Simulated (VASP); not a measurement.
# Si47C48Se (a cell with a defect) in VASP: single point with PBEsol

Aim: the single point of Si47C48Se (a cell with a defect) with PBEsol.

All numbers are computed with VASP 6.6.1; they aren't measurements. Logs are shortened: lines on timing, memory, paths and dates and some standing lists are left out, and cuts for length are marked.

## (1) The cell of the first run

The cell holds a defect, 96 atoms: a = 9.234 Å, b = 10.663 Å, c = 10.076 Å, α = 90.00°, β = 90.00°, γ = 90.00°.

## (2) Single point, PBEsol

The input, INCAR:

```
  PREC = Accurate
  ENCUT = 520
  EDIFF = 1E-6
  ISMEAR = -1
  SIGMA = 0.05
  LREAL = Auto
  LASPH = T
  NELM = 120
  ALGO = Normal
  ISIF = 2
  LWAVE = F
  LCHARG = T
  GGA = PS
  LELF = T
  LVHAR = T
  NBANDS = 247
  GGA_COMPAT = F
```

The input, KPOINTS:

```
Automatic mesh
0
Gamma
  1 1 1
```

The input, POSCAR:

```
Si47C48Se
1.0
    9.2342040000      0.0000000000      0.0000000000
    0.0000000000     10.6627400000      0.0000000000
    0.0000000000      0.0000000000     10.0759470000
Si Se C
47 1 48
Direct
    0.9975690000      0.9987650000      0.4999630000
    0.3340450000      0.9995330000      0.4992980000
    0.1629010000      0.2434750000      0.4998130000
    0.9962110000      0.4992290000      0.4992800000
    0.6692820000      0.0015800000      0.4999140000
    0.4997920000      0.2464290000      0.5009330000
    0.1664280000      0.7542600000      0.4989610000
    0.8331550000      0.2506320000      0.4997610000
    0.6674720000      0.5017200000      0.5009620000
    0.5051330000      0.7558970000      0.4995350000
    0.8348570000      0.7491780000      0.4991640000
    0.9995640000      0.1659860000      0.2502480000
    0.3331580000      0.1660960000      0.2494370000
    0.1623650000      0.4132860000      0.2470930000
    0.0009410000      0.6664890000      0.2487670000
    0.6673310000      0.1667700000      0.2500660000
    0.5002680000      0.4162640000      0.2478450000
    0.3347870000      0.6716960000      0.2470110000
    0.1666880000      0.9167120000      0.2498390000
    0.8333240000      0.4167070000      0.2501320000
    0.6671330000      0.6668370000      0.2492190000
    0.5010690000      0.9170960000      0.2502310000
    0.8336550000      0.9162490000      0.2496410000
    0.1667750000      0.0817620000      0.7498890000
    0.0004270000      0.3326100000      0.7499930000
    0.5008190000      0.0822190000      0.7501970000
    0.3337310000      0.3296840000      0.7525290000
    0.1653430000      0.5840850000      0.7518370000
    0.0005390000      0.8329760000      0.7495920000
    0.8341680000      0.0833850000      0.7502140000
    0.6671720000      0.3329220000      0.7504250000
    0.5034090000      0.5846400000      0.7523760000
    0.3345990000      0.8331800000      0.7497620000
    0.8341710000      0.5831730000      0.7498710000
    0.6684540000      0.8337850000      0.7497320000
    0.0002630000      0.9994910000      0.9997860000
    0.3338780000      0.9992810000      0.0000140000
    0.1666770000      0.2480600000      0.9996430000
    0.9996590000      0.4997960000      0.9995320000
    0.6676830000      0.9999570000      0.9999740000
    0.5004650000      0.2489530000      0.0004630000
    0.3333610000      0.4997600000      0.0008840000
    0.1667070000      0.7503170000      0.9993500000
    0.8338360000      0.2498930000      0.0001770000
    0.6673560000      0.4998680000      0.0002500000
    0.5019500000      0.7507340000      0.9994780000
    0.8340870000      0.7497320000      0.9997800000
    0.3287270000      0.5014780000      0.4989190000
    0.9999430000      0.9995760000      0.1869220000
    0.3338660000      0.9994410000      0.1873650000
    0.1665400000      0.2475730000      0.1855940000
    0.9987830000      0.5002650000      0.1858960000
    0.6675420000      0.0004270000      0.1871800000
    0.5002530000      0.2494670000      0.1876340000
    0.3317980000      0.5006870000      0.1910570000
    0.1661150000      0.7507420000      0.1855720000
    0.8336470000      0.2502360000      0.1875470000
    0.6667240000      0.4999490000      0.1873340000
    0.5027360000      0.7512580000      0.1853350000
    0.8339120000      0.7497780000      0.1870340000
    0.9998820000      0.9992210000      0.6872860000
    0.3339490000      0.9994300000      0.6868990000
    0.1666690000      0.2485450000      0.6874890000
    0.0010380000      0.4995380000      0.6869020000
    0.6679780000      0.0002180000      0.6873050000
    0.5004230000      0.2490200000      0.6879520000
    0.3358110000      0.4983030000      0.7002860000
    0.1678480000      0.7494700000      0.6867000000
    0.8336400000      0.2500950000      0.6872850000
    0.6671850000      0.4998020000      0.6879100000
    0.5016920000      0.7504370000      0.6872690000
    0.8343230000      0.7493490000      0.6866680000
    0.9960820000      0.1630780000      0.4380740000
    0.3326080000      0.1658430000      0.4376680000
    0.1444240000      0.4009550000      0.4301520000
    0.0026700000      0.6658150000      0.4371570000
    0.6675280000      0.1674150000      0.4379600000
    0.5073700000      0.4117350000      0.4363970000
    0.3381410000      0.6922390000      0.4293580000
    0.1648150000      0.9194480000      0.4378090000
    0.8300870000      0.4176850000      0.4381240000
    0.6675340000      0.6672270000      0.4374690000
    0.5037360000      0.9212370000      0.4380220000
    0.8329910000      0.9148370000      0.4375390000
    0.1671380000      0.0818680000      0.9373450000
    0.0005720000      0.3329490000      0.9378160000
    0.5006050000      0.0826090000      0.9380030000
    0.3334590000      0.3321190000      0.9398260000
    0.1667720000      0.5831990000      0.9387910000
    0.0003300000      0.8329860000      0.9371290000
    0.8340670000      0.0834880000      0.9379640000
    0.6667800000      0.3330840000      0.9382720000
    0.5008670000      0.5835490000      0.9397010000
    0.3342370000      0.8327830000      0.9375820000
    0.8336330000      0.5830790000      0.9373440000
    0.6682980000      0.8336500000      0.9372150000
```

Potentials or basis: VASP PAW PBE potentials, release 64 (Si, Se, C).

Started as:

```bash
$ cat potpaw_PBE.64/Si/POTCAR potpaw_PBE.64/Se/POTCAR potpaw_PBE.64/C/POTCAR > POTCAR
$ mpirun -np 1 vasp_gam > vasp.out
```

OUTCAR:

```text
PREC = Accurate
   ENCUT = 520
   EDIFF = 1E-6
   ISMEAR = -1
   LREAL = Auto
   LASPH = T
   NELM = 120
   ISIF = 2
   GGA = PS

 ion  position               nearest neighbor table
   1  0.998  0.999  0.500-  73 1.86  80 1.87  84 1.87  61 1.89   3 3.02   5 3.03   7 3.04  11 3.06
                            23 3.07  30 3.07  29 3.07  12 3.08   8 3.09  19 3.09  24 3.09   2 3.11
   2  0.334  1.000  0.499-  74 1.88  83 1.88  80 1.89  62 1.89   7 3.04  10 3.04   3 3.04   6 3.05
                            22 3.07  19 3.08  13 3.08  33 3.08  24 3.09  26 3.09   5 3.10   1 3.11
   3  0.163  0.243  0.500-  75 1.83  73 1.87  74 1.88  63 1.89   1 3.02   2 3.04   8 3.05  12 3.05
                            24 3.05  25 3.08  13 3.08   6 3.11  14 3.12   4 3.13  27 3.13
   4  0.996  0.499  0.499-  75 1.86  81 1.87  76 1.88  64 1.89   9 3.04   8 3.05  11 3.05  20 3.06
                            34 3.07  25 3.09  15 3.09  14 3.11  28 3.12   3 3.13   7 3.14
   5  0.669  0.002  0.500-  83 1.86  77 1.88  84 1.88  65 1.89  10 3.03   1 3.03   6 3.04   8 3.06
                            30 3.07  16 3.07  23 3.08  26 3.09  35 3.09  22 3.09  11 3.10   2 3.10
   6  0.500  0.246  0.501-  77 1.87  74 1.88  78 1.88  66 1.88   5 3.04   2 3.05  26 3.06   8 3.08
                            16 3.08  13 3.09  31 3.09  27 3.09   3 3.11  17 3.13   9 3.13
   7  0.166  0.754  0.499-  79 1.86  80 1.87  76 1.89  68 1.89   1 3.04   2 3.04  19 3.05  11 3.06
                            29 3.07  33 3.08  15 3.09  18 3.10  10 3.13  28 3.13   4 3.14
   8  0.833  0.251  0.500-  77 1.87  73 1.88  81 1.89  69 1.89   3 3.05   4 3.05   5 3.06  20 3.08
                            16 3.08   6 3.08  12 3.08  31 3.08  25 3.08   9 3.08   1 3.09  30 3.09
   9  0.667  0.502  0.501-  81 1.86  82 1.88  78 1.88  70 1.88   4 3.04  11 3.06  34 3.07  32 3.08
                             8 3.08  21 3.09  20 3.09  31 3.09  10 3.10  17 3.12   6 3.13
  10  0.505  0.756  0.500-  79 1.83  83 1.87  82 1.88  71 1.89   5 3.03   2 3.04  22 3.04  11 3.05
                            35 3.05  21 3.08  33 3.08   9 3.10  18 3.12   7 3.13  32 3.13
  11  0.835  0.749  0.499-  84 1.87  82 1.88  72 1.89  76 1.89  10 3.05   4 3.05   1 3.06   9 3.06
                             7 3.06  23 3.08  15 3.08  29 3.08  21 3.08  34 3.08  35 3.09   5 3.10
  12  1.000  0.166  0.250-  57 1.89  49 1.89  51 1.89  73 1.89  14 3.04   3 3.05  16 3.07  23 3.07
                            19 3.07  13 3.08  44 3.08   8 3.08  20 3.08   1 3.08  36 3.09  38 3.09
  13  0.333  0.166  0.249-  51 1.88  50 1.88  54 1.89  74 1.90  19 3.07  14 3.07  22 3.07  41 3.08
                            38 3.08  37 3.08  12 3.08   2 3.08  17 3.08   3 3.08  16 3.09   6 3.09
  14  0.162  0.413  0.247-  75 1.86  51 1.87  52 1.88  55 1.91  12 3.04  20 3.04  38 3.05  39 3.05
                            13 3.07  42 3.08  15 3.08   4 3.11  17 3.12   3 3.12
  15  0.001  0.666  0.249-  56 1.88  52 1.88  60 1.89  76 1.90  47 3.08  43 3.08  19 3.08  39 3.08
                            23 3.08  20 3.08  11 3.08  21 3.08  18 3.08  14 3.08   4 3.09   7 3.09
  16  0.667  0.167  0.250-  53 1.88  57 1.88  54 1.89  77 1.89  12 3.07   5 3.07  22 3.07  20 3.07
                            17 3.08  41 3.08   8 3.08  44 3.08  23 3.08   6 3.08  40 3.08  13 3.09
  17  0.500  0.416  0.248-  58 1.88  54 1.88  55 1.89  78 1.90  42 3.06  41 3.07  45 3.07  16 3.08
                            20 3.08  13 3.08  21 3.08   9 3.12  14 3.12  18 3.12   6 3.13
  18  0.335  0.672  0.247-  79 1.85  59 1.87  56 1.88  55 1.91  22 3.03  19 3.04  46 3.05  43 3.06
                            21 3.07  15 3.08  42 3.08   7 3.10  17 3.12  10 3.12
  19  0.167  0.917  0.250-  56 1.88  49 1.89  50 1.89  80 1.89  18 3.04   7 3.05  13 3.07  12 3.07
                            23 3.08  15 3.08   2 3.08  36 3.08  37 3.08  43 3.09  22 3.09   1 3.09
  20  0.833  0.417  0.250-  52 1.88  57 1.88  58 1.89  81 1.89  14 3.04   4 3.06  16 3.07  17 3.08
                             8 3.08  21 3.08  45 3.08  15 3.08  12 3.08  44 3.08  39 3.09   9 3.09
  21  0.667  0.667  0.249-  59 1.88  60 1.88  58 1.89  82 1.90  18 3.07  23 3.07  46 3.08  45 3.08
                            20 3.08  22 3.08  47 3.08  10 3.08  15 3.08  11 3.08  17 3.08   9 3.09
  22  0.501  0.917  0.250-  59 1.89  50 1.89  53 1.89  83 1.89  18 3.03  10 3.04  23 3.07  16 3.07
                             2 3.07  13 3.07  21 3.08  40 3.08  37 3.08  46 3.09  19 3.09   5 3.09
  23  0.834  0.916  0.250-  49 1.88  60 1.88  53 1.89  84 1.89   1 3.07  22 3.07  21 3.07  12 3.07
                            19 3.08  40 3.08  15 3.08  47 3.08   5 3.08  36 3.08  16 3.08  11 3.08
  24  0.167  0.082  0.750-  61 1.88  62 1.89  63 1.89  85 1.89   3 3.05  27 3.06  29 3.06  33 3.07
[... 384 lines left out ...]
   ISIF   =      2    stress and relaxation
   ISYM   =      2    0-nonsym 1-usesym 2-fastsym
   POTIM  = 0.5000    time-step for ionic-motion
   TEBEG  =    0.0;   TEEND  =   0.0 temperature during run
   PSTRESS=    0.0 pullay stress
   NELECT =     386.0000    total number of electrons
   NUPDOWN=      -1.0000    fix difference up-down
   EMIN   =  10.00;   EMAX   =-10.00  energy-range for DOS
   EFERMI =   0.00;   METHOD = LEGACY
   ISMEAR =    -1;   SIGMA  =   0.05  broadening in eV -4-tet -1-fermi 0-gaus
   EFERMI_NEDOS =   21; number of points for ismear=-14 and -15
   IALGO  =     38    algorithm
   IMIX   =      4    mixing-type and parameters
     AMIX     =   0.40;   BMIX     =  1.00
     AMIX_MAG =   1.60;   BMIX_MAG =  1.00
  volume/ion in A,a.u.               =      10.33        69.74
  Fermi-wavevector in a.u.,A,eV,Ry     =   1.195141  2.258489 19.434051  1.428362
  Thomas-Fermi vector in A             =   2.331114
   LORBIT       =      0    0 simple, 1 ext, 2 COOP (PROOUT), +10 PAW based schemes
   GGA     = PS    functional components
   LHFCALC =     F    Hartree Fock is set to
   AEXX    =    0.0000 exact exchange contribution
   IVDW    =     0    specifies the selected vdW correction
   LEPSILON=     F    determine dielectric tensor
   LRPA    =     F    only Hartree local field effects (RPA)
 non-spin polarized calculation
  energy-cutoff  :      520.00
  volume of cell :      992.10
 maximum number of plane-waves:     13365
 NGX is ok and might be reduce to    70
   NGX = 35   NGY = 39   NGZ = 37

 number of electron     386.0000017 magnetization

 Free energy of the ion-electron system (eV)
  ---------------------------------------------------
  ext. energy  EPLUGINS =         0.00000000
  ---------------------------------------------------
  free energy    TOTEN  =      -752.46292514 eV

  energy without entropy =     -752.46054840  energy(sigma->0) =     -752.46173677

 E-fermi :   9.8031     XC(G=0): -11.5211

 val. band max:        9.4812064454   @ k =   0.0000   0.0000   0.0000
 cond. band min:      10.1250875252   @ k =   0.0000   0.0000   0.0000
 fundamental gap:      0.6438810797
 Fermi energy:         9.8031208753

 k-point     1 :       0.0000    0.0000    0.0000
  band No.  band energies     occupation
      1      -8.0879      2.00000
      2      -7.1229      2.00000
      3      -6.3223      2.00000
      4      -6.2611      2.00000
      5      -6.1867      2.00000
      6      -6.0507      2.00000
[... 197 lines left out ...]
    204      11.6145      0.00000
    205      11.7814      0.00000
 [bands above 205 left out]

------------------------ aborting loop because EDIFF is reached ----------------------------------------

  FORCE on cell =-STRESS in cart. coord.  units (eV):
  Direction    XX          YY          ZZ          XY          YZ          ZX
  --------------------------------------------------------------------------------------
  -------------------------------------------------------------------------------------
  Total       28.6718874      7.1045133      5.7894472      2.6872113     -0.2920445      1.2131114
  in kB       46.3033813     11.4733636      9.3496106      4.3396853     -0.4716343      1.9591022
  external PRESSURE =      22.3754518 kB  Pullay stress =       0.0000000 kB

 VOLUME and BASIS-vectors are now :
 -----------------------------------------------------------------------------
  energy-cutoff  :      520.00
  volume of cell :      992.10
      direct lattice vectors                 reciprocal lattice vectors
     9.234204000  0.000000000  0.000000000     0.108293037  0.000000000  0.000000000
     0.000000000 10.662740000  0.000000000     0.000000000  0.093784524  0.000000000
     0.000000000  0.000000000 10.075947000     0.000000000  0.000000000  0.099246254

 POSITION                                       TOTAL-FORCE (eV/Angst)
 -----------------------------------------------------------------------------------
      9.21176     10.64957      5.03760         0.015885     -0.080069      0.072030
      3.08464     10.65776      5.03090        -0.036763     -0.060949      0.076608
      1.50426      2.59611      5.03609        -0.036749     -0.194328      0.139327
      9.19922      5.32315      5.03072        -0.038873     -0.261957     -0.075968
      6.18029      0.01685      5.03711         0.008935     -0.105189      0.085362
      4.61518      2.62761      5.04737         0.098239     -0.002859      0.022627
[... 88 lines left out ...]
      7.69794      6.21722      9.44463        -0.037369     -0.062389      0.058361
      6.17120      8.88899      9.44333        -0.022503     -0.076401      0.065358
 -----------------------------------------------------------------------------------
    total drift:                                0.013964      0.012709      0.056845

  FREE ENERGIE OF THE ION-ELECTRON SYSTEM (eV)
  ---------------------------------------------------
  free  energy   TOTEN  =      -752.4629251437 eV

  energy  without entropy=     -752.4605483977  energy(sigma->0) =     -752.46173677
```

Run time: 7.1 min. Hardware: 1 thread of AMD EPYC 7R43 (Zen 3), shared host; peak memory 0.82 GiB.

What came out:

* Free energy: -752.4629 eV
* Pressure: 2.2 GPa
* Largest force: 0.646 eV/Å
* Band gap on the k mesh: 0.64 eV

Forces on the atoms (eV/Å):
```
Si   0.016 -0.080  0.072
Si  -0.037 -0.061  0.077
Si  -0.037 -0.194  0.139
Si  -0.039 -0.262 -0.076
Si   0.009 -0.105  0.085
Si   0.098 -0.003  0.023
Si  -0.068 -0.016  0.050
Si  -0.079  0.137  0.030
Si  -0.130 -0.198 -0.052
Si   0.128  0.009  0.130
Si  -0.014 -0.132  0.076
Si   0.012  0.079 -0.158
Si   0.048 -0.004 -0.203
Si  -0.080  0.206 -0.142
Si   0.022 -0.044 -0.155
Si  -0.040  0.130 -0.116
Si   0.142  0.100 -0.022
Si  -0.052  0.020 -0.175
Si   0.088  0.020 -0.160
Si  -0.063  0.039  0.000
Si   0.030 -0.057 -0.175
Si  -0.082  0.015 -0.196
Si  -0.006  0.062 -0.153
Si   0.002 -0.038 -0.056
Si  -0.024 -0.014 -0.085
Si   0.009 -0.036 -0.062
Si  -0.017 -0.093 -0.042
Si   0.051 -0.078 -0.044
Si  -0.015 -0.073 -0.059
Si  -0.021 -0.024 -0.049
Si   0.006 -0.037 -0.098
Si   0.002 -0.026 -0.036
Si  -0.017 -0.048 -0.076
Si   0.004 -0.065 -0.079
Si   0.016 -0.058 -0.061
Si   0.013  0.036  0.029
Si   0.003  0.076  0.075
Si   0.072  0.069  0.020
Si   0.008  0.082  0.110
Si  -0.005  0.053  0.036
Si  -0.065  0.060  0.087
Si   0.020  0.030 -0.017
Si  -0.047  0.046  0.042
Si  -0.009  0.076  0.058
Si   0.020  0.078  0.117
Si   0.040  0.036  0.004
Si   0.014  0.026  0.051
Se   0.250 -0.064  0.081
C   -0.008 -0.026 -0.007
C   -0.011 -0.024  0.022
C   -0.029 -0.023  0.030
C    0.087 -0.079 -0.021
C    0.003 -0.066 -0.006
C   -0.014 -0.059 -0.031
C    0.039 -0.082 -0.019
C    0.025 -0.016  0.023
C    0.011 -0.057 -0.034
C   -0.072 -0.055 -0.017
C   -0.048 -0.030  0.039
C    0.004 -0.066  0.007
C    0.029  0.053 -0.044
C    0.011  0.039 -0.058
C    0.048  0.051 -0.049
C    0.011  0.038 -0.055
C   -0.011  0.038 -0.036
C   -0.020  0.031 -0.042
C   -0.148  0.203  0.071
C    0.018  0.050 -0.049
C    0.017  0.000 -0.062
C    0.020  0.077 -0.055
C   -0.023  0.002 -0.044
C    0.016  0.063 -0.044
C    0.194  0.148  0.112
C   -0.005  0.141  0.069
C   -0.214  0.609 -0.007
C   -0.035  0.117  0.103
C   -0.105  0.096  0.107
C    0.330  0.122 -0.077
C   -0.365 -0.047  0.054
C    0.009  0.064  0.104
C    0.106 -0.079  0.035
C    0.083  0.048  0.110
C   -0.025 -0.016  0.131
C   -0.001  0.147  0.068
C   -0.025 -0.129  0.043
C   -0.001 -0.100  0.067
C    0.019 -0.129  0.051
C   -0.013 -0.110  0.100
C    0.012 -0.076  0.084
C    0.019 -0.087  0.076
C   -0.004 -0.082  0.087
C    0.007 -0.096  0.070
C   -0.055 -0.053  0.050
C   -0.003 -0.087  0.076
C   -0.037 -0.062  0.058
C   -0.023 -0.076  0.065
```

Stress tensor (GPa, compression positive):
```
 4.63  0.43  0.20
 0.43  1.15 -0.05
 0.20 -0.05  0.93
```

Caveat: the k points lie up to 0.68 Å⁻¹ apart; the PAW data sets were made with another functional, which shifts forces and pressure a little.
